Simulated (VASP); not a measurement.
# SrCl2 (Fm-3m) in VASP: notebook

Runs on SrCl2. Level: r2SCAN. Tasks: single point.

Program: VASP 6.6.1. These are calculated values, not measurements. Logs are shortened: lines on timing, memory, paths and dates and some standing lists are left out, and cuts for length are marked.

## Step 1: The cell of the first run

Symmetry: Fm-3m, No. 225, cubic system. Conventional cell: a = 6.703 Å, b = 6.703 Å, c = 6.703 Å, α = 90.00°, β = 90.00°, γ = 90.00°. Within 3.8 Å of Sr (site symmetry m-3m) lie 8 Cl at 2.90 Å. Within 3.8 Å of Cl (site symmetry -43m) lie 4 Sr at 2.90 Å and 6 Cl at 3.35 Å.

## Step 2: Single point, r2SCAN (25.10 Å³/atom)

Input file POSCAR:

```
SrCl2
1.0
    0.0000000000      3.3515589154      3.3515589154
    3.3515589154      0.0000000000      3.3515589154
    3.3515589154      3.3515589154      0.0000000000
Sr Cl
1 2
Direct
    0.0000000000      0.0000000000      0.0000000000
    0.2500000000      0.2500000000      0.2500000000
    0.7500000000      0.7500000000      0.7500000000
```

Input file INCAR.step1:

```
PREC     = Accurate       # precision mode
ENCUT    = 520            # plane-wave cutoff, eV
ISMEAR   = 0              # smearing method
SIGMA    = 0.02           # smearing width, eV
LREAL    = False          # projectors in reciprocal space
LASPH    = True           # aspherical terms in the spheres
NELM     = 100            # most SCF steps
NBANDS   = 19             # bands
GGA      = PE             # functional
ALGO     = Normal         # electronic algorithm
EDIFF    = 1E-4           # SCF threshold, eV
LWAVE    = True           # write WAVECAR
LCHARG   = False          # write CHGCAR
```

Input file INCAR.step2:

```
PREC     = Accurate       # precision mode
ENCUT    = 520            # plane-wave cutoff, eV
EDIFF    = 1E-6           # SCF threshold, eV
ISMEAR   = 0              # smearing method
SIGMA    = 0.02           # smearing width, eV
LREAL    = False          # projectors in reciprocal space
LASPH    = True           # aspherical terms in the spheres
NELM     = 100            # most SCF steps
ALGO     = Normal         # electronic algorithm
ISIF     = 2              # what is computed and relaxed
LWAVE    = False          # write WAVECAR
LCHARG   = False          # write CHGCAR
METAGGA  = R2SCAN         # meta-GGA
LMIXTAU  = True         
NBANDS   = 19             # bands
ISTART   = 1
```

Input file KPOINTS:

```
Automatic mesh
0
Gamma
  6 6 6
```

Potentials or basis: VASP PAW PBE potentials, release 64 (Sr_sv, Cl).

Started as:

```bash
$ cat potpaw_PBE.64/Sr_sv/POTCAR potpaw_PBE.64/Cl/POTCAR > POTCAR
$ cp INCAR.step1 INCAR
$ mpirun -np 1 vasp_std > vasp.out
$ cp INCAR.step2 INCAR
$ mpirun -np 1 vasp_std > vasp.out
```

OUTCAR:

```text
PREC = Accurate
   ENCUT = 520
   EDIFF = 1E-6
   ISMEAR = 0
   LREAL = False
   LASPH = True
   NELM = 100
   ISIF = 2
   METAGGA = R2SCAN
   ISTART = 1

 ion  position               nearest neighbor table
   1  0.000  0.000  0.000-   3 2.90   3 2.90   3 2.90   2 2.90   3 2.90   2 2.90   2 2.90   2 2.90

   2  0.250  0.250  0.250-   1 2.90   1 2.90   1 2.90   1 2.90
   3  0.750  0.750  0.750-   1 2.90   1 2.90   1 2.90   1 2.90

  LATTYP: Found a face centered cubic cell.
 ALAT       =     6.7031178308

  Lattice vectors:

 A1 = (   0.0000000000,   3.3515589154,   3.3515589154)
 A2 = (   3.3515589154,   0.0000000000,   3.3515589154)
 A3 = (   3.3515589154,   3.3515589154,   0.0000000000)

Analysis of symmetry for initial positions (statically):
=====================================================================
 Subroutine PRICEL returns:
 Original cell was already a primitive cell.

 Routine SETGRP: Setting up the symmetry group for a
 face centered cubic supercell.

 Subroutine GETGRP returns: Found 48 space group operations
 (whereof 48 operations were pure point group operations)
 out of a pool of 48 trial point group operations.

The static configuration has the point symmetry O_h .

Analysis of symmetry for dynamics (positions and initial velocities):
=====================================================================
 Subroutine PRICEL returns:
 Original cell was already a primitive cell.

 Routine SETGRP: Setting up the symmetry group for a
 face centered cubic supercell.

 Subroutine GETGRP returns: Found 48 space group operations
 (whereof 48 operations were pure point group operations)
 out of a pool of 48 trial point group operations.

The dynamic configuration has the point symmetry O_h .

 Subroutine INISYM returns: Found 48 space group operations
 (whereof 48 operations are pure point group operations),
 and found     1 'primitive' translations

----------------------------------------------------------------------------------------

                                     Primitive cell

  volume of cell :      75.2958

  direct lattice vectors                    reciprocal lattice vectors
     0.000000000  3.351558915  3.351558915    -0.149184309  0.149184309  0.149184309
     3.351558915  0.000000000  3.351558915     0.149184309 -0.149184309  0.149184309
     3.351558915  3.351558915  0.000000000     0.149184309  0.149184309 -0.149184309

  length of vectors
     4.739820073  4.739820073  4.739820073     0.258394802  0.258394802  0.258394802

  position of ions in fractional coordinates (direct lattice)
     0.000000000  0.000000000  0.000000000
     0.250000000  0.250000000  0.250000000
     0.750000000  0.750000000  0.750000000

  ion indices of the primitive-cell ions
   primitive index   ion index
                 1           1
                 2           2
                 3           3

----------------------------------------------------------------------------------------

 KPOINTS: Automatic mesh

Automatic generation of k-mesh.
 Grid dimensions read from file:
 generate k-points for:    6    6    6

 Generating k-lattice:

  Cartesian coordinates                     Fractional coordinates (reciprocal lattice)
    -0.024864051  0.024864051  0.024864051     0.166666667  0.000000000  0.000000000
     0.024864051 -0.024864051  0.024864051     0.000000000  0.166666667  0.000000000
     0.024864051  0.024864051 -0.024864051     0.000000000  0.000000000  0.166666667

  Length of vectors
     0.043065800  0.043065800  0.043065800

  Shift w.r.t. Gamma in fractional coordinates (k-lattice)
     0.000000000  0.000000000  0.000000000

 Subroutine IBZKPT returns following result:
 ===========================================

 Found     16 irreducible k-points:

 Following reciprocal coordinates:
            Coordinates               Weight
  0.000000  0.000000  0.000000      1.000000
  0.166667  0.000000  0.000000      8.000000
  0.333333  0.000000  0.000000      8.000000
  0.500000  0.000000  0.000000      4.000000
  0.166667  0.166667  0.000000      6.000000
  0.333333  0.166667  0.000000     24.000000
[... 8 lines left out ...]
 -0.333333  0.333333  0.166667     24.000000
 -0.333333  0.500000  0.166667     12.000000
   k-points           NKPTS =     16   k-points in BZ     NKDIM =     16   number of bands    NBANDS=     19
   number of dos      NEDOS =    301   number of ions     NIONS =      3
   total plane-waves  NPLWV =  46656
   dimension x,y,z NGX =    36 NGY =   36 NGZ =   36
   dimension x,y,z NGXF=    72 NGYF=   72 NGZF=   72
   ions per type =               1   2
   NGX,Y,Z   is equivalent  to a cutoff of  12.63, 12.63, 12.63 a.u.
   NGXF,Y,Z  is equivalent  to a cutoff of  25.25, 25.25, 25.25 a.u.
 SYSTEM =  unknown system
   PREC   = accura    normal or accurate (medium, high low for compatibility)
   ISTART =      1    job   : 0-new  1-cont  2-samecut
   ICHARG =      0    charge: 1-file 2-atom 10-const
   ISPIN  =      1    spin polarized calculation?
   LNONCOLLINEAR =      F non collinear calculations
   LSORBIT =      F    spin-orbit coupling
   LASPH  =      T    aspherical Exc in radial PAW
   ENCUT  =  520.0 eV  38.22 Ry    6.18 a.u.   8.81  8.81  8.81*2*pi/ulx,y,z
   NELM   =    100;   NELMIN=  2; NELMDL=  0     # of ELM steps
   EDIFF  = 0.1E-05   stopping-criterion for ELM
   LREAL  =      F    real-space projection
   EDIFFG = 0.1E-04   stopping-criterion for IOM
   NSW    =      0    number of steps for IOM
   IBRION =     -1    ionic relax: 0-MD 1-quasi-New 2-CG
   NFREE  =      0    steps in history (QN), initial steepest desc. (CG)
   ISIF   =      2    stress and relaxation
   ISYM   =      2    0-nonsym 1-usesym 2-fastsym
   POTIM  = 0.5000    time-step for ionic-motion
   TEBEG  =    0.0;   TEEND  =   0.0 temperature during run
   PSTRESS=    0.0 pullay stress
   NELECT =      24.0000    total number of electrons
   NUPDOWN=      -1.0000    fix difference up-down
   EMIN   =  10.00;   EMAX   =-10.00  energy-range for DOS
   EFERMI =   0.00;   METHOD = LEGACY
   ISMEAR =     0;   SIGMA  =   0.02  broadening in eV -4-tet -1-fermi 0-gaus
   EFERMI_NEDOS =   21; number of points for ismear=-14 and -15
   IALGO  =     38    algorithm
   IMIX   =      4    mixing-type and parameters
     AMIX     =   0.40;   BMIX     =  1.00
     AMIX_MAG =   1.60;   BMIX_MAG =  1.00
  volume/ion in A,a.u.               =      25.10       169.37
  Fermi-wavevector in a.u.,A,eV,Ry     =   1.118292  2.113265 17.015120  1.250576
  Thomas-Fermi vector in A             =   2.254921
   LORBIT       =      0    0 simple, 1 ext, 2 COOP (PROOUT), +10 PAW based schemes
   METAGGA = R2SCAN    functional components
   LHFCALC =     F    Hartree Fock is set to
   AEXX    =    0.0000 exact exchange contribution
   IVDW    =     0    specifies the selected vdW correction
   LEPSILON=     F    determine dielectric tensor
   LRPA    =     F    only Hartree local field effects (RPA)
 non-spin polarized calculation
 Gauss-broadening in eV      SIGMA  =   0.02
  energy-cutoff  :      520.00
  volume of cell :       75.30
 maximum number of plane-waves:      2085
   NGX = 17   NGY = 17   NGZ = 17

 number of electron      23.9999999 magnetization

 Free energy of the ion-electron system (eV)
  ---------------------------------------------------
  ext. energy  EPLUGINS =         0.00000000
  ---------------------------------------------------
  free energy    TOTEN  =       -35.50544224 eV

  energy without entropy =      -35.50544224  energy(sigma->0) =      -35.50544224

 E-fermi :   0.8271     XC(G=0):  -9.3369

 val. band max:        0.6354354548   @ k =   0.5000   0.5000   0.0000
 cond. band min:       6.5295101286   @ k =   0.5000   0.5000   0.0000
 fundamental gap:      5.8940746738
 Fermi energy:         0.8271327401

 k-point     1 :       0.0000    0.0000    0.0000
  band No.  band energies     occupation
      1     -32.9526      2.00000
      2     -14.3814      2.00000
      3     -14.3814      2.00000
      4     -14.3814      2.00000
      5     -13.6705      2.00000
      6     -12.5182      2.00000
[... 11 lines left out ...]
     18      10.4567      0.00000
     19      11.4285      0.00000

 k-point     2 :       0.1667    0.0000    0.0000
  band No.  band energies     occupation
      1     -32.9508      2.00000
      2     -14.6404      2.00000
      3     -14.3877      2.00000
      4     -14.3877      2.00000
      5     -13.3371      2.00000
      6     -12.5914      2.00000
[... 11 lines left out ...]
     18      10.3696      0.00000
     19      11.7694      0.00000

 k-point     3 :       0.3333    0.0000    0.0000
  band No.  band energies     occupation
      1     -32.9472      2.00000
      2     -14.9154      2.00000
      3     -14.4004      2.00000
      4     -14.4004      2.00000
      5     -13.1069      2.00000
      6     -12.5243      2.00000
[... 11 lines left out ...]
     18      10.3706      0.00000
     19      11.0704      0.00000

 k-point     4 :       0.5000    0.0000    0.0000
  band No.  band energies     occupation
      1     -32.9454      2.00000
      2     -15.0102      2.00000
      3     -14.4066      2.00000
      4     -14.4066      2.00000
      5     -13.1478      2.00000
      6     -12.3674      2.00000
[... 231 lines left out ...]
     18      10.8038      0.00000
     19      11.7690      0.00000

 k-point    15 :      -0.3333    0.3333    0.1667
  band No.  band energies     occupation
      1     -32.9436      2.00000
      2     -14.8917      2.00000
      3     -14.7572      2.00000
      4     -14.4302      2.00000
      5     -12.7044      2.00000
      6     -12.5289      2.00000
[... 11 lines left out ...]
     18      11.4342      0.00000
     19      11.5228      0.00000

 k-point    16 :      -0.3333    0.5000    0.1667
  band No.  band energies     occupation
      1     -32.9430      2.00000
      2     -15.0005      2.00000
      3     -14.6645      2.00000
      4     -14.4428      2.00000
      5     -12.7450      2.00000
      6     -12.4498      2.00000
[... 11 lines left out ...]
     18      11.8494      0.00000
     19      12.0538      0.00000

------------------------ aborting loop because EDIFF is reached ----------------------------------------

  FORCE on cell =-STRESS in cart. coord.  units (eV):
  Direction    XX          YY          ZZ          XY          YZ          ZX
  --------------------------------------------------------------------------------------
  -------------------------------------------------------------------------------------
  Total        3.0537857      3.0537857      3.0537857      0.0000000      0.0000000      0.0000000
  in kB       64.9798298     64.9798298     64.9798298      0.0000000      0.0000000      0.0000000
  external PRESSURE =      64.9798298 kB  Pullay stress =       0.0000000 kB

 VOLUME and BASIS-vectors are now :
 -----------------------------------------------------------------------------
  energy-cutoff  :      520.00
  volume of cell :       75.30
      direct lattice vectors                 reciprocal lattice vectors
     0.000000000  3.351558915  3.351558915    -0.149184309  0.149184309  0.149184309
     3.351558915  0.000000000  3.351558915     0.149184309 -0.149184309  0.149184309
     3.351558915  3.351558915  0.000000000     0.149184309  0.149184309 -0.149184309

 POSITION                                       TOTAL-FORCE (eV/Angst)
 -----------------------------------------------------------------------------------
      0.00000      0.00000      0.00000        -0.000000     -0.000000     -0.000000
      1.67578      1.67578      1.67578        -0.000000     -0.000000      0.000000
      5.02734      5.02734      5.02734         0.000000      0.000000     -0.000000
 -----------------------------------------------------------------------------------
    total drift:                                0.000000      0.000000      0.000000

  FREE ENERGIE OF THE ION-ELECTRON SYSTEM (eV)
  ---------------------------------------------------
  free  energy   TOTEN  =       -35.5054422358 eV

  energy  without entropy=      -35.5054422358  energy(sigma->0) =      -35.50544224
```

It took 81 s on 1 thread of AMD EPYC 7R13 (Zen 3), shared host; peak memory 0.19 GiB.

What came out:

```
Free energy            : -35.5054 eV
Pressure               : 6.5 GPa
Band gap on the k mesh : 5.89 eV
```

Levels at points of the mesh, in eV from the valence-band top:
```csv
k point,band 8,band 9,band 10,band 11,band 12,band 13,band 14,band 15,band 16,band 17
"(0.00, 0.00, 0.00)",-2.61,-2.61,-0.40,-0.40,-0.40,6.43,6.59,6.59,9.82,9.82
"(0.50, 0.00, 0.00)",-1.95,-1.71,-1.58,-1.24,-1.24,7.35,7.35,8.37,8.66,9.89
"(0.50, 0.50, 0.00)",-2.22,-2.22,-0.50,-0.50,0.00,5.89,8.11,8.49,9.03,9.03
```

Caveat: the cell stands under pressure; the PAW data sets were made with another functional, which shifts forces and pressure a little. A k mesh can miss the band edges.

## Step 3: Single point, r2SCAN (25.95 Å³/atom)

This run uses another cell than the first one, of 25.95 Å³/atom.

Input file POSCAR:

```
SrCl2
1.0
    0.0000000000      3.3892200329      3.3892200329
    3.3892200329      0.0000000000      3.3892200329
    3.3892200329      3.3892200329      0.0000000000
Sr Cl
1 2
Direct
    0.0000000000      0.0000000000      0.0000000000
    0.2500000000      0.2500000000      0.2500000000
    0.7500000000      0.7500000000      0.7500000000
```

Input file INCAR.step1:

```
PREC = Accurate
ENCUT = 520
ISMEAR = 0
SIGMA = 0.02
LREAL = False
LASPH = True
NELM = 100
NBANDS = 19
GGA = PE
ALGO = Normal
EDIFF = 1E-4
LWAVE = True
LCHARG = False
```

Input file INCAR.step2:

```
PREC = Accurate
ENCUT = 520
EDIFF = 1E-6
ISMEAR = 0
SIGMA = 0.02
LREAL = False
LASPH = True
NELM = 100
ALGO = Normal
ISIF = 2
LWAVE = False
LCHARG = True
METAGGA = R2SCAN
LMIXTAU = True
LELF = True
LVHAR = True
NBANDS = 19
ISTART = 1
```

KPOINTS is that of step 2.

Potentials or basis: VASP PAW PBE potentials, release 64 (Sr_sv, Cl).

Started as:

```bash
$ cat potpaw_PBE.64/Sr_sv/POTCAR potpaw_PBE.64/Cl/POTCAR > POTCAR
$ cp INCAR.step1 INCAR
$ mpirun -np 1 vasp_std > vasp.out
$ cp INCAR.step2 INCAR
$ mpirun -np 1 vasp_std > vasp.out
```

OUTCAR:

```text
PREC = Accurate
   ENCUT = 520
   EDIFF = 1E-6
   ISMEAR = 0
   LREAL = False
   LASPH = True
   NELM = 100
   ISIF = 2
   METAGGA = R2SCAN
   ISTART = 1

 ion  position               nearest neighbor table
   1  0.000  0.000  0.000-   2 2.94   3 2.94   3 2.94   3 2.94   3 2.94   2 2.94   2 2.94   2 2.94

   2  0.250  0.250  0.250-   1 2.94   1 2.94   1 2.94   1 2.94
   3  0.750  0.750  0.750-   1 2.94   1 2.94   1 2.94   1 2.94
[... 537 lines left out ...]

  FORCE on cell =-STRESS in cart. coord.  units (eV):
  Direction    XX          YY          ZZ          XY          YZ          ZX
  --------------------------------------------------------------------------------------
  -------------------------------------------------------------------------------------
  Total        2.1668039      2.1668039      2.1668039      0.0000000      0.0000000     -0.0000000
  in kB       44.5862456     44.5862456     44.5862456      0.0000000      0.0000000     -0.0000000
  external PRESSURE =      44.5862456 kB  Pullay stress =       0.0000000 kB

 VOLUME and BASIS-vectors are now :
 -----------------------------------------------------------------------------
  energy-cutoff  :      520.00
  volume of cell :       77.86
      direct lattice vectors                 reciprocal lattice vectors
     0.000000000  3.389220033  3.389220033    -0.147526568  0.147526568  0.147526568
     3.389220033  0.000000000  3.389220033     0.147526568 -0.147526568  0.147526568
     3.389220033  3.389220033  0.000000000     0.147526568  0.147526568 -0.147526568

 POSITION                                       TOTAL-FORCE (eV/Angst)
 -----------------------------------------------------------------------------------
      0.00000      0.00000      0.00000         0.000000      0.000000      0.000000
      1.69461      1.69461      1.69461         0.000000      0.000000     -0.000000
      5.08383      5.08383      5.08383        -0.000000     -0.000000     -0.000000
 -----------------------------------------------------------------------------------
    total drift:                                0.000000      0.000000      0.000000

  FREE ENERGIE OF THE ION-ELECTRON SYSTEM (eV)
  ---------------------------------------------------
  free  energy   TOTEN  =       -35.5941105283 eV

  energy  without entropy=      -35.5941105283  energy(sigma->0) =      -35.59411053
```

Run time: 83 s. Hardware: 1 thread of AMD EPYC 7R13 (Zen 3), shared host; peak memory 0.19 GiB.

What came out:

- Free energy: -35.5941 eV
- Pressure: 4.5 GPa
- Band gap on the k mesh: 5.93 eV

Caveat: the cell stands under pressure; the PAW data sets were made with another functional, which shifts forces and pressure a little.
